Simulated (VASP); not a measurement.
# BeTe (F-43m) in VASP: a series of runs

BeTe is run at these levels: LDA; tasks: single point.

Everything below comes from runs of VASP 6.6.1. Logs are shortened: lines on timing, memory, paths and dates and some standing lists are left out, and cuts for length are marked.

### 1 The cell of the first run

Symmetry: F-43m, No. 216, cubic system. Conventional cell: a = 5.318 Å, b = 5.318 Å, c = 5.318 Å, α = 90.00°, β = 90.00°, γ = 90.00°. Within 3.0 Å of Be (site symmetry -43m) lie 4 Te at 2.30 Å. Te (site symmetry -43m) has 4 Be at 2.30 Å within 3.0 Å.

### 2 Single point, LDA (strain -0.040 along x and y, -0.040 along z)

INCAR

```
PREC = Accurate
ENCUT = 520
EDIFF = 1E-6
ISMEAR = 0
SIGMA = 0.05
LREAL = F
LASPH = T
NELM = 80
ALGO = Normal
ISIF = 2
LWAVE = F
LCHARG = F
GGA = CA
NBANDS = 11
```

KPOINTS

```
regular mesh
0
Gamma
  8 8 8
```

POSCAR

```
BeTe
1.0
    0.0000000000      2.6592000000      2.6592000000
    2.6592000000      0.0000000000      2.6592000000
    2.6592000000      2.6592000000      0.0000000000
Be Te
1 1
Direct
    0.0000000000      0.0000000000      0.0000000000
    0.7500000000      0.7500000000      0.7500000000
```

Potentials or basis: VASP PAW LDA potentials, release 64 (Be, Te).

Started as:

```
$ cat potpaw_LDA.64/Be/POTCAR potpaw_LDA.64/Te/POTCAR > POTCAR
$ mpirun -np 1 vasp_std > vasp.out
```

OUTCAR:

```text
PREC = Accurate
   ENCUT = 520
   EDIFF = 1E-6
   ISMEAR = 0
   LREAL = F
   LASPH = T
   NELM = 80
   ISIF = 2
   GGA = CA

 ion  position               nearest neighbor table
   1  0.000  0.000  0.000-   2 2.30   2 2.30   2 2.30   2 2.30
   2  0.750  0.750  0.750-   1 2.30   1 2.30   1 2.30   1 2.30

  LATTYP: Found a face centered cubic cell.
 ALAT       =     5.3184000000

  Lattice vectors:

 A1 = (   0.0000000000,   2.6592000000,   2.6592000000)
 A2 = (   2.6592000000,   0.0000000000,   2.6592000000)
 A3 = (   2.6592000000,   2.6592000000,   0.0000000000)

Analysis of symmetry for initial positions (statically):
=====================================================================
 Subroutine PRICEL returns:
 Original cell was already a primitive cell.

 Routine SETGRP: Setting up the symmetry group for a
 face centered cubic supercell.

 Subroutine GETGRP returns: Found 24 space group operations
 (whereof 24 operations were pure point group operations)
 out of a pool of 48 trial point group operations.

The static configuration has the point symmetry T_d .

Analysis of symmetry for dynamics (positions and initial velocities):
=====================================================================
 Subroutine PRICEL returns:
 Original cell was already a primitive cell.

 Routine SETGRP: Setting up the symmetry group for a
 face centered cubic supercell.

 Subroutine GETGRP returns: Found 24 space group operations
 (whereof 24 operations were pure point group operations)
 out of a pool of 48 trial point group operations.

The dynamic configuration has the point symmetry T_d .

 Subroutine INISYM returns: Found 24 space group operations
 (whereof 24 operations are pure point group operations),
 and found     1 'primitive' translations

----------------------------------------------------------------------------------------

                                     Primitive cell

  volume of cell :      37.6082

  direct lattice vectors                    reciprocal lattice vectors
     0.000000000  2.659200000  2.659200000    -0.188026474  0.188026474  0.188026474
     2.659200000  0.000000000  2.659200000     0.188026474 -0.188026474  0.188026474
     2.659200000  2.659200000  0.000000000     0.188026474  0.188026474 -0.188026474

  length of vectors
     3.760676705  3.760676705  3.760676705     0.325671406  0.325671406  0.325671406

  position of ions in fractional coordinates (direct lattice)
     0.000000000  0.000000000  0.000000000
     0.750000000  0.750000000  0.750000000

  ion indices of the primitive-cell ions
   primitive index   ion index
                 1           1
                 2           2

----------------------------------------------------------------------------------------

 KPOINTS: regular mesh

Automatic generation of k-mesh.
 Grid dimensions read from file:
 generate k-points for:    8    8    8

 Generating k-lattice:

  Cartesian coordinates                     Fractional coordinates (reciprocal lattice)
    -0.023503309  0.023503309  0.023503309     0.125000000  0.000000000  0.000000000
     0.023503309 -0.023503309  0.023503309     0.000000000  0.125000000  0.000000000
     0.023503309  0.023503309 -0.023503309     0.000000000  0.000000000  0.125000000

  Length of vectors
     0.040708926  0.040708926  0.040708926

  Shift w.r.t. Gamma in fractional coordinates (k-lattice)
     0.000000000  0.000000000  0.000000000

 Subroutine IBZKPT returns following result:
 ===========================================

 Found     29 irreducible k-points:

 Following reciprocal coordinates:
            Coordinates               Weight
  0.000000  0.000000  0.000000      1.000000
  0.125000  0.000000  0.000000      8.000000
  0.250000  0.000000  0.000000      8.000000
  0.375000  0.000000  0.000000      8.000000
  0.500000  0.000000  0.000000      4.000000
  0.125000  0.125000  0.000000      6.000000
[... 16 lines left out ...]
  0.500000  0.250000  0.125000     48.000000
 -0.375000  0.250000  0.125000     24.000000
 [... further k-points ...]
   k-points           NKPTS =     29   k-points in BZ     NKDIM =     29   number of bands    NBANDS=     11
   number of dos      NEDOS =    301   number of ions     NIONS =      2
   total plane-waves  NPLWV =  21952
   dimension x,y,z NGX =    28 NGY =   28 NGZ =   28
   dimension x,y,z NGXF=    56 NGYF=   56 NGZF=   56
   ions per type =               1   1
   NGX,Y,Z   is equivalent  to a cutoff of  12.38, 12.38, 12.38 a.u.
   NGXF,Y,Z  is equivalent  to a cutoff of  24.76, 24.76, 24.76 a.u.
 SYSTEM =  unknown system
   PREC   = accura    normal or accurate (medium, high low for compatibility)
   ISTART =      0    job   : 0-new  1-cont  2-samecut
   ICHARG =      2    charge: 1-file 2-atom 10-const
   ISPIN  =      1    spin polarized calculation?
   LNONCOLLINEAR =      F non collinear calculations
   LSORBIT =      F    spin-orbit coupling
   LASPH  =      T    aspherical Exc in radial PAW
   ENCUT  =  520.0 eV  38.22 Ry    6.18 a.u.   6.99  6.99  6.99*2*pi/ulx,y,z
   NELM   =     80;   NELMIN=  2; NELMDL= -5     # of ELM steps
   EDIFF  = 0.1E-05   stopping-criterion for ELM
   LREAL  =      F    real-space projection
   EDIFFG = 0.1E-04   stopping-criterion for IOM
   NSW    =      0    number of steps for IOM
   IBRION =     -1    ionic relax: 0-MD 1-quasi-New 2-CG
   NFREE  =      0    steps in history (QN), initial steepest desc. (CG)
   ISIF   =      2    stress and relaxation
   ISYM   =      2    0-nonsym 1-usesym 2-fastsym
   POTIM  = 0.5000    time-step for ionic-motion
   TEBEG  =    0.0;   TEEND  =   0.0 temperature during run
   PSTRESS=    0.0 pullay stress
   NELECT =       8.0000    total number of electrons
   NUPDOWN=      -1.0000    fix difference up-down
   EMIN   =  10.00;   EMAX   =-10.00  energy-range for DOS
   EFERMI =   0.00;   METHOD = LEGACY
   ISMEAR =     0;   SIGMA  =   0.05  broadening in eV -4-tet -1-fermi 0-gaus
   EFERMI_NEDOS =   21; number of points for ismear=-14 and -15
   IALGO  =     38    algorithm
   IMIX   =      4    mixing-type and parameters
     AMIX     =   0.40;   BMIX     =  1.00
     AMIX_MAG =   1.60;   BMIX_MAG =  1.00
  volume/ion in A,a.u.               =      18.80       126.90
  Fermi-wavevector in a.u.,A,eV,Ry     =   0.977261  1.846755 12.994091  0.955039
  Thomas-Fermi vector in A             =   2.107944
   LORBIT       =      0    0 simple, 1 ext, 2 COOP (PROOUT), +10 PAW based schemes
   GGA     = CA    functional components
   LHFCALC =     F    Hartree Fock is set to
   AEXX    =    0.0000 exact exchange contribution
   IVDW    =     0    specifies the selected vdW correction
   LEPSILON=     F    determine dielectric tensor
   LRPA    =     F    only Hartree local field effects (RPA)
 non-spin polarized calculation
 Gauss-broadening in eV      SIGMA  =   0.05
  energy-cutoff  :      520.00
  volume of cell :       37.61
 maximum number of plane-waves:      1036
   NGX = 13   NGY = 13   NGZ = 13

 number of electron       8.0000001 magnetization

 Free energy of the ion-electron system (eV)
  ---------------------------------------------------
  ext. energy  EPLUGINS =         0.00000000
  ---------------------------------------------------
  free energy    TOTEN  =        -8.55686535 eV

  energy without entropy =       -8.55686535  energy(sigma->0) =       -8.55686535

 E-fermi :   7.3366     XC(G=0):  -9.9503

 val. band max:        7.0572185153   @ k =   0.0000   0.0000   0.0000
 cond. band min:       8.4720474917   @ k =   0.5000   0.5000   0.0000
 fundamental gap:      1.4148289764
 Fermi energy:         7.3366052927

 k-point     1 :       0.0000    0.0000    0.0000
  band No.  band energies     occupation
      1      -6.5221      2.00000
      2       7.0572      2.00000
      3       7.0572      2.00000
      4       7.0572      2.00000
      5      10.4585      0.00000
      6      10.4585      0.00000
      7      10.4585      0.00000
      8      12.1258      0.00000
      9      15.4845      0.00000
     10      17.6464      0.00000
     11      17.6464      0.00000

 k-point     2 :       0.1250    0.0000    0.0000
  band No.  band energies     occupation
      1      -6.3367      2.00000
      2       5.4867      2.00000
      3       6.7332      2.00000
      4       6.7332      2.00000
      5      10.7408      0.00000
      6      10.8984      0.00000
      7      10.8984      0.00000
      8      13.2702      0.00000
      9      15.8556      0.00000
     10      16.4424      0.00000
     11      16.4424      0.00000

 k-point     3 :       0.2500    0.0000    0.0000
  band No.  band energies     occupation
      1      -5.8139      2.00000
      2       3.0913      2.00000
      3       6.1671      2.00000
      4       6.1671      2.00000
      5      10.7174      0.00000
      6      11.5036      0.00000
      7      11.5036      0.00000
      8      14.7108      0.00000
      9      16.1633      0.00000
     10      16.1633      0.00000
     11      16.4268      0.00000

 k-point     4 :       0.3750    0.0000    0.0000
  band No.  band energies     occupation
      1      -5.1119      2.00000
      2       1.1450      2.00000
      3       5.7498      2.00000
      4       5.7498      2.00000
      5      10.6390      0.00000
      6      11.5705      0.00000
      7      11.5705      0.00000
      8      14.7203      0.00000
      9      17.4369      0.00000
     10      17.4369      0.00000
     11      17.6726      0.00000
[... 239 lines left out ...]
 k-point    22 :       0.3750    0.2500    0.1250
  band No.  band energies     occupation
      1      -5.3742      2.00000
      2       2.8813      2.00000
      3       4.1873      2.00000
      4       5.4830      2.00000
      5      10.4834      0.00000
      6      12.2094      0.00000
      7      12.4443      0.00000
      8      13.7393      0.00000
      9      16.6434      0.00000
     10      18.1211      0.00000
     11      19.0312      0.00000

 k-point    23 :       0.5000    0.2500    0.1250
  band No.  band energies     occupation
      1      -4.7365      2.00000
      2       1.5180      2.00000
      3       3.6020      2.00000
      4       4.8841      2.00000
      5      10.9699      0.00000
      6      11.8537      0.00000
      7      13.2330      0.00000
      8      14.4048      0.00000
      9      17.2530      0.00000
     10      18.0555      0.00000
     11      19.8604      0.00000

 k-point    24 :      -0.3750    0.2500    0.1250
  band No.  band energies     occupation
      1      -4.3913      2.00000
      2       0.8482      2.00000
      3       3.5087      2.00000
      4       4.5892      2.00000
      5      11.0374      0.00000
      6      11.6448      0.00000
      7      14.2124      0.00000
      8      15.2691      0.00000
      9      15.8099      0.00000
     10      18.9292      0.00000
     11      19.5448      0.00000

 [... further k-points ...]
[... 5 lines left out ...]
  --------------------------------------------------------------------------------------
  -------------------------------------------------------------------------------------
  Total        2.6328426      2.6328426      2.6328426      0.0000000     -0.0000000     -0.0000000
  in kB      112.1637394    112.1637394    112.1637394      0.0000000     -0.0000000     -0.0000000
  external PRESSURE =     112.1637394 kB  Pullay stress =       0.0000000 kB

 VOLUME and BASIS-vectors are now :
 -----------------------------------------------------------------------------
  energy-cutoff  :      520.00
  volume of cell :       37.61
      direct lattice vectors                 reciprocal lattice vectors
     0.000000000  2.659200000  2.659200000    -0.188026474  0.188026474  0.188026474
     2.659200000  0.000000000  2.659200000     0.188026474 -0.188026474  0.188026474
     2.659200000  2.659200000  0.000000000     0.188026474  0.188026474 -0.188026474

 POSITION                                       TOTAL-FORCE (eV/Angst)
 -----------------------------------------------------------------------------------
      0.00000      0.00000      0.00000         0.000000      0.000000     -0.000000
      3.98880      3.98880      3.98880        -0.000000     -0.000000      0.000000
 -----------------------------------------------------------------------------------
    total drift:                               -0.000000     -0.000000     -0.000000

  FREE ENERGIE OF THE ION-ELECTRON SYSTEM (eV)
  ---------------------------------------------------
  free  energy   TOTEN  =        -8.5568653528 eV

  energy  without entropy=       -8.5568653528  energy(sigma->0) =       -8.55686535
```

Run time: 8.5 s. Hardware: 1 thread of Intel Xeon Platinum 8488C (Sapphire Rapids), shared host; peak memory 0.14 GiB.

Results:

```yaml
Free_energy: -8.5569 eV
Pressure: 11.2 GPa
Band_gap_on_the_k_mesh: 1.41 eV, indirect (least direct gap 3.40 eV)
```

Levels at points of the mesh, in eV from the valence-band top:
| k point | band 1 | band 2 | band 3 | band 4 | band 5 | band 6 | band 7 | band 8 | band 9 |
| --- | --- | --- | --- | --- | --- | --- | --- | --- | --- |
| (0.00, 0.00, 0.00) | -13.58 | 0.00 | 0.00 | 0.00 | 3.40 | 3.40 | 3.40 | 5.07 | 8.43 |
| (0.50, 0.00, 0.00) | -11.77 | -6.73 | -1.45 | -1.45 | 3.55 | 4.44 | 4.44 | 7.52 | 11.54 |
| (0.50, 0.50, 0.00) | -11.10 | -6.08 | -3.36 | -3.36 | 1.41 | 2.37 | 10.70 | 10.70 | 12.38 |

Caveat: the cell differs from its parent crystal (strain -0.040 along x and y, -0.040 along z); spin-orbit coupling is left out, which moves the levels of the heavy elements.

(Continued in part 2 of 2.)
